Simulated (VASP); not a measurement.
# Na (Im-3m) in VASP: a series of runs

The runs below take Na through single point, with RPBE, revPBE, BLYP.

Program: VASP 6.6.1. These are calculated values, not measurements. Logs are shortened: lines on timing, memory, paths and dates and some standing lists are left out, and cuts for length are marked.

### Step 1. The cell of the first run

The structure is cubic, space group Im-3m (No. 229). Conventional cell: a = 4.282 Å, b = 4.282 Å, c = 4.282 Å, α = 90.00°, β = 90.00°, γ = 90.00°. Na (site symmetry m-3m) has 14 Na at 3.71 to 4.28 Å within 4.9 Å.

### Step 2. Single point, RPBE

Contents of INCAR:

```
PREC     = Accurate       # precision mode
ENCUT    = 520            # plane-wave cutoff, eV
EDIFF    = 1E-6           # SCF threshold, eV
ISMEAR   = -1             # smearing method
SIGMA    = 0.05           # smearing width, eV
LREAL    = F              # projectors in reciprocal space
LASPH    = T              # aspherical terms in the spheres
NELM     = 60             # most SCF steps
ALGO     = Normal         # electronic algorithm
ISIF     = 2              # what is computed and relaxed
LWAVE    = F              # write WAVECAR
LCHARG   = T              # write CHGCAR
GGA      = RP             # functional
LELF     = T              # ELF
LVHAR    = T            
NBANDS   = 10             # bands
```

Contents of KPOINTS:

```
regular mesh
0
Gamma
  5 5 5
```

Contents of POSCAR:

```
Na
1.0
   -2.1410000000      2.1410000000      2.1410000000
    2.1410000000     -2.1410000000      2.1410000000
    2.1410000000      2.1410000000     -2.1410000000
Na
1
Direct
    0.0000000000      0.0000000000      0.0000000000
```

Potentials or basis: VASP PAW PBE potentials, release 64 (Na_pv).

Run with:

```
> cat potpaw_PBE.64/Na_pv/POTCAR > POTCAR
> mpirun -np 1 vasp_std > vasp.out
```

OUTCAR:

```text
PREC = Accurate
   ENCUT = 520
   EDIFF = 1E-6
   ISMEAR = -1
   LREAL = F
   LASPH = T
   NELM = 60
   ISIF = 2
   GGA = RP

 ion  position               nearest neighbor table
   1  0.000  0.000  0.000-

  LATTYP: Found a body centered cubic cell.
 ALAT       =     4.2820000000

  Lattice vectors:

 A1 = (  -2.1410000000,   2.1410000000,   2.1410000000)
 A2 = (   2.1410000000,  -2.1410000000,   2.1410000000)
 A3 = (   2.1410000000,   2.1410000000,  -2.1410000000)

Analysis of symmetry for initial positions (statically):
=====================================================================
 Subroutine PRICEL returns:
 Original cell was already a primitive cell.

 Routine SETGRP: Setting up the symmetry group for a
 body centered cubic supercell.

 Subroutine GETGRP returns: Found 48 space group operations
 (whereof 48 operations were pure point group operations)
 out of a pool of 48 trial point group operations.

The static configuration has the point symmetry O_h .

Analysis of symmetry for dynamics (positions and initial velocities):
=====================================================================
 Subroutine PRICEL returns:
 Original cell was already a primitive cell.

 Routine SETGRP: Setting up the symmetry group for a
 body centered cubic supercell.

 Subroutine GETGRP returns: Found 48 space group operations
 (whereof 48 operations were pure point group operations)
 out of a pool of 48 trial point group operations.

The dynamic configuration has the point symmetry O_h .

 Subroutine INISYM returns: Found 48 space group operations
 (whereof 48 operations are pure point group operations),
 and found     1 'primitive' translations

----------------------------------------------------------------------------------------

                                     Primitive cell

  volume of cell :      39.2564

  direct lattice vectors                    reciprocal lattice vectors
    -2.141000000  2.141000000  2.141000000     0.000000000  0.233535731  0.233535731
     2.141000000 -2.141000000  2.141000000     0.233535731  0.000000000  0.233535731
     2.141000000  2.141000000 -2.141000000     0.233535731  0.233535731  0.000000000

  length of vectors
     3.708320779  3.708320779  3.708320779     0.330269398  0.330269398  0.330269398

  position of ions in fractional coordinates (direct lattice)
     0.000000000  0.000000000  0.000000000

  ion indices of the primitive-cell ions
   primitive index   ion index
                 1           1

----------------------------------------------------------------------------------------

 KPOINTS: regular mesh

Automatic generation of k-mesh.
 Grid dimensions read from file:
 generate k-points for:    5    5    5

 Generating k-lattice:

  Cartesian coordinates                     Fractional coordinates (reciprocal lattice)
     0.000000000  0.046707146  0.046707146     0.200000000  0.000000000  0.000000000
     0.046707146  0.000000000  0.046707146     0.000000000  0.200000000  0.000000000
     0.046707146  0.046707146  0.000000000     0.000000000  0.000000000  0.200000000

  Length of vectors
     0.066053880  0.066053880  0.066053880

  Shift w.r.t. Gamma in fractional coordinates (k-lattice)
     0.000000000  0.000000000  0.000000000

 Subroutine IBZKPT returns following result:
 ===========================================

 Found     10 irreducible k-points:

 Following reciprocal coordinates:
            Coordinates               Weight
  0.000000  0.000000  0.000000      1.000000
  0.200000  0.000000  0.000000     12.000000
  0.400000  0.000000  0.000000     12.000000
  0.200000  0.200000  0.000000     24.000000
  0.400000  0.200000  0.000000     24.000000
  0.200000  0.200000  0.200000      8.000000
 -0.200000  0.200000  0.200000      6.000000
 -0.400000  0.400000  0.200000     24.000000
 -0.400000 -0.400000  0.200000      8.000000
 -0.400000  0.400000  0.400000      6.000000
   k-points           NKPTS =     10   k-points in BZ     NKDIM =     10   number of bands    NBANDS=     10
   number of dos      NEDOS =    301   number of ions     NIONS =      1
   total plane-waves  NPLWV =  21952
   dimension x,y,z NGX =    28 NGY =   28 NGZ =   28
   dimension x,y,z NGXF=    56 NGYF=   56 NGZF=   56
   ions per type =               1
   NGX,Y,Z   is equivalent  to a cutoff of  12.55, 12.55, 12.55 a.u.
   NGXF,Y,Z  is equivalent  to a cutoff of  25.11, 25.11, 25.11 a.u.
 SYSTEM =  unknown system
   PREC   = accura    normal or accurate (medium, high low for compatibility)
   ISTART =      0    job   : 0-new  1-cont  2-samecut
   ICHARG =      2    charge: 1-file 2-atom 10-const
   ISPIN  =      1    spin polarized calculation?
   LNONCOLLINEAR =      F non collinear calculations
   LSORBIT =      F    spin-orbit coupling
   LASPH  =      T    aspherical Exc in radial PAW
   ENCUT  =  520.0 eV  38.22 Ry    6.18 a.u.   6.90  6.90  6.90*2*pi/ulx,y,z
   NELM   =     60;   NELMIN=  2; NELMDL= -5     # of ELM steps
   EDIFF  = 0.1E-05   stopping-criterion for ELM
   LREAL  =      F    real-space projection
   EDIFFG = 0.1E-04   stopping-criterion for IOM
   NSW    =      0    number of steps for IOM
   IBRION =     -1    ionic relax: 0-MD 1-quasi-New 2-CG
   NFREE  =      0    steps in history (QN), initial steepest desc. (CG)
   ISIF   =      2    stress and relaxation
   ISYM   =      2    0-nonsym 1-usesym 2-fastsym
   POTIM  = 0.5000    time-step for ionic-motion
   TEBEG  =    0.0;   TEEND  =   0.0 temperature during run
   PSTRESS=    0.0 pullay stress
   NELECT =       7.0000    total number of electrons
   NUPDOWN=      -1.0000    fix difference up-down
   EMIN   =  10.00;   EMAX   =-10.00  energy-range for DOS
   EFERMI =   0.00;   METHOD = LEGACY
   ISMEAR =    -1;   SIGMA  =   0.05  broadening in eV -4-tet -1-fermi 0-gaus
   EFERMI_NEDOS =   21; number of points for ismear=-14 and -15
   IALGO  =     38    algorithm
   IMIX   =      4    mixing-type and parameters
     AMIX     =   0.40;   BMIX     =  1.00
     AMIX_MAG =   1.60;   BMIX_MAG =  1.00
  volume/ion in A,a.u.               =      39.26       264.91
  Fermi-wavevector in a.u.,A,eV,Ry     =   0.921448  1.741284 11.552251  0.849066
  Thomas-Fermi vector in A             =   2.046866
   LORBIT       =      0    0 simple, 1 ext, 2 COOP (PROOUT), +10 PAW based schemes
   GGA     = RP    functional components
   LHFCALC =     F    Hartree Fock is set to
   AEXX    =    0.0000 exact exchange contribution
   IVDW    =     0    specifies the selected vdW correction
   LEPSILON=     F    determine dielectric tensor
   LRPA    =     F    only Hartree local field effects (RPA)
 non-spin polarized calculation
  energy-cutoff  :      520.00
  volume of cell :       39.26
 maximum number of plane-waves:      1067
   NGX = 13   NGY = 13   NGZ = 13

 number of electron       7.0000011 magnetization

 Free energy of the ion-electron system (eV)
  ---------------------------------------------------
  ext. energy  EPLUGINS =         0.00000000
  ---------------------------------------------------
  free energy    TOTEN  =        -1.19593739 eV

  energy without entropy =       -1.18401159  energy(sigma->0) =       -1.18997449

 E-fermi :   0.3683     XC(G=0):  -6.2443

 val. band max:       -0.2331050522   @ k =   0.4000   0.0000   0.0000
 cond. band min:       0.4077378925   @ k =  -0.4000   0.4000   0.2000
 fundamental gap:      0.6408429447
 Fermi energy:         0.3683155872

 k-point     1 :       0.0000    0.0000    0.0000
  band No.  band energies     occupation
      1     -24.6632      2.00000
      2     -24.6632      2.00000
      3     -24.6631      2.00000
      4      -2.8753      2.00000
      5      11.6752      0.00000
      6      11.6753      0.00000
      7      11.6753      0.00000
      8      12.5889      0.00000
      9      12.5889      0.00000
     10      13.0718      0.00000

 k-point     2 :       0.2000    0.0000    0.0000
  band No.  band energies     occupation
      1     -24.6731      2.00000
      2     -24.6665      2.00000
      3     -24.6631      2.00000
      4      -2.2022      2.00000
      5       7.2599      0.00000
      6       9.6772      0.00000
      7      10.2613      0.00000
      8      10.5164      0.00000
      9      11.4620      0.00000
     10      13.8381      0.00000

 k-point     3 :       0.4000    0.0000    0.0000
  band No.  band energies     occupation
      1     -24.6890      2.00000
      2     -24.6720      2.00000
      3     -24.6631      2.00000
      4      -0.2331      1.99999
      5       2.9855      0.00000
      6       8.3977      0.00000
      7       9.2567      0.00000
      8       9.3503      0.00000
      9      10.4196      0.00000
     10      15.3233      0.00000

 k-point     4 :       0.2000    0.2000    0.0000
  band No.  band energies     occupation
      1     -24.6837      2.00000
      2     -24.6709      2.00000
      3     -24.6653      2.00000
      4      -0.8807      2.00000
      5       5.1254      0.00000
      6       5.8412      0.00000
      7       8.7908      0.00000
      8      11.3364      0.00000
      9      12.2378      0.00000
     10      14.8063      0.00000

 k-point     5 :       0.4000    0.2000    0.0000
  band No.  band energies     occupation
      1     -24.6881      2.00000
      2     -24.6765      2.00000
      3     -24.6659      2.00000
      4       1.4568      0.00000
      5       1.9356      0.00000
      6       4.9350      0.00000
      7       8.1883      0.00000
      8      11.1133      0.00000
      9      13.8260      0.00000
     10      13.8930      0.00000

 k-point     6 :       0.2000    0.2000    0.2000
  band No.  band energies     occupation
      1     -24.6844      2.00000
      2     -24.6723      2.00000
      3     -24.6723      2.00000
      4       1.0324      0.00000
      5       3.8938      0.00000
      6       3.8938      0.00000
      7       5.2733      0.00000
      8      15.9004      0.00000
      9      15.9006      0.00000
     10      16.3239      0.00000

 k-point     7 :      -0.2000    0.2000    0.2000
  band No.  band energies     occupation
      1     -24.6742      2.00000
      2     -24.6701      2.00000
      3     -24.6700      2.00000
      4      -1.5374      2.00000
      5       7.5963      0.00000
      6       7.6113      0.00000
      7       7.6114      0.00000
      8       9.4646      0.00000
      9      12.9722      0.00000
     10      14.4090      0.00000

 k-point     8 :      -0.4000    0.4000    0.2000
  band No.  band energies     occupation
      1     -24.6867      2.00000
      2     -24.6758      2.00000
      3     -24.6705      2.00000
      4       0.4077      0.62500
      5       3.5896      0.00000
      6       6.4440      0.00000
      7       7.1730      0.00000
      8      10.0736      0.00000
      9      12.4229      0.00000
     10      12.8501      0.00000

 k-point     9 :      -0.4000   -0.4000    0.2000
  band No.  band energies     occupation
      1     -24.6843      2.00000
      2     -24.6843      2.00000
      3     -24.6723      2.00000
      4       2.6740      0.00000
      5       2.6740      0.00000
      6       3.6528      0.00000
      7       8.8648      0.00000
      8       8.8648      0.00000
      9      10.5956      0.00000
     10      12.4623      0.00000

 k-point    10 :      -0.4000    0.4000    0.4000
  band No.  band energies     occupation
      1     -24.6835      2.00000
      2     -24.6819      2.00000
      3     -24.6819      2.00000
      4       2.2804      0.00000
      5       4.9805      0.00000
      6       5.2940      0.00000
      7       5.2941      0.00000
      8       6.6275      0.00000
      9       9.3047      0.00000
     10      16.8291      0.00000

------------------------ aborting loop because EDIFF is reached ----------------------------------------

  FORCE on cell =-STRESS in cart. coord.  units (eV):
  Direction    XX          YY          ZZ          XY          YZ          ZX
  --------------------------------------------------------------------------------------
  -------------------------------------------------------------------------------------
  Total        0.0153080      0.0153080      0.0153080      0.0000000     -0.0000000      0.0000000
  in kB        0.6247704      0.6247704      0.6247704      0.0000000     -0.0000000      0.0000000
  external PRESSURE =       0.6247704 kB  Pullay stress =       0.0000000 kB

 VOLUME and BASIS-vectors are now :
 -----------------------------------------------------------------------------
  energy-cutoff  :      520.00
  volume of cell :       39.26
      direct lattice vectors                 reciprocal lattice vectors
    -2.141000000  2.141000000  2.141000000     0.000000000  0.233535731  0.233535731
     2.141000000 -2.141000000  2.141000000     0.233535731  0.000000000  0.233535731
     2.141000000  2.141000000 -2.141000000     0.233535731  0.233535731  0.000000000

 POSITION                                       TOTAL-FORCE (eV/Angst)
 -----------------------------------------------------------------------------------
      0.00000      0.00000      0.00000        -0.000000      0.000000     -0.000000
 -----------------------------------------------------------------------------------
    total drift:                               -0.000000     -0.000000     -0.000000

  FREE ENERGIE OF THE ION-ELECTRON SYSTEM (eV)
  ---------------------------------------------------
  free  energy   TOTEN  =        -1.1959373856 eV

  energy  without entropy=       -1.1840115878  energy(sigma->0) =       -1.18997449
```

Run time: 2.1 s. Hardware: 1 thread of Intel Xeon 6975P-C (Granite Rapids), shared host; peak memory 0.14 GiB.

What came out:

```yaml
Free_energy: -1.1959 eV
Pressure: 0.1 GPa
```

Levels at points of the mesh, in eV from the Fermi level:
| k point | band 1 | band 2 | band 3 | band 4 | band 5 | band 6 | band 7 |
| --- | --- | --- | --- | --- | --- | --- | --- |
| (0.00, 0.00, 0.00) | -25.03 | -25.03 | -25.03 | -3.24 | 11.31 | 11.31 | 11.31 |

Caveat: the k points lie up to 0.42 Å⁻¹ apart; the PAW data sets were made with another functional, which shifts forces and pressure a little.

### Step 3. Single point, revPBE

Contents of INCAR:

```
SYSTEM = Na
  ALGO = Normal
  EDIFF = 1E-6
  ENCUT = 520
  GGA = RE
  ISIF = 2
  ISMEAR = -1
  LASPH = .TRUE.
  LCHARG = .FALSE.
  LREAL = .FALSE.
  LWAVE = .FALSE.
  NBANDS = 10
  NELM = 100
  PREC = Accurate
  SIGMA = 0.05
```

Contents of KPOINTS:

```
k-points
0
G
  5 5 5
  0 0 0
```

POSCAR is that of step 2.

Potentials or basis: VASP PAW PBE potentials, release 64 (Na_pv).

Run with:

```
> cat potpaw_PBE.64/Na_pv/POTCAR > POTCAR
> mpirun -np 1 vasp_std > vasp.out
```

Run time: 1.6 s. Hardware: 1 thread of Intel Xeon 6975P-C (Granite Rapids), shared host; peak memory 0.14 GiB.

Results (log left out):

```yaml
Free_energy: -1.2036 eV
Pressure: 0.1 GPa
```

Levels at points of the mesh, in eV from the Fermi level:
```csv
k point,band 1,band 2,band 3,band 4,band 5,band 6,band 7
"(0.00, 0.00, 0.00)",-25.05,-25.05,-25.05,-3.24,11.32,11.32,11.32
```

Caveat: the k points lie up to 0.42 Å⁻¹ apart; the PAW data sets were made with another functional, which shifts forces and pressure a little.

[end of part 1 of 2]
